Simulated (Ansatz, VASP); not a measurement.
# Two plane-wave programs on TiAl

```
CELL_PARAMETERS angstrom
3.00635 0.00000 0.00000
-1.50318 2.60358 0.00000
0.00000 0.00000 4.14556
ATOMIC_POSITIONS crystal
Ti 0.00000 0.00000 0.00000
Al 0.33333 0.66667 0.50000
```

Alike in both runs: task single point; functional PBEsol; k mesh 24 × 24 × 14; occupations gaussian, width 0.15 eV; no spin polarisation.

```csv
,VASP,Ansatz
version,VASP 6.6.1,Ansatz 0.2.0
potentials or method,"VASP PAW PBE potentials, release 64 (Ti_sv, Al), cutoff 500 eV","scalar-relativistic, plane waves, PAW"
valence electrons in the cell,15,15
```

|  | VASP | Ansatz | Ansatz less VASP |
| --- | --- | --- | --- |
| gap on the k mesh at the Fermi level (eV) | none | none | - |
| pressure (GPa) | 3.6 | 3.6 | 0.00 |
| traceless stress, the component that is largest in VASP (GPa) | 13.11 | 13.07 | -0.039 |

VASP's potentials were made for PBE, not for PBEsol. A gap of «none» marks a metal or a gap that the smearing closes. With one functional, cell and mesh, what is left measures potentials, basis and numerics.
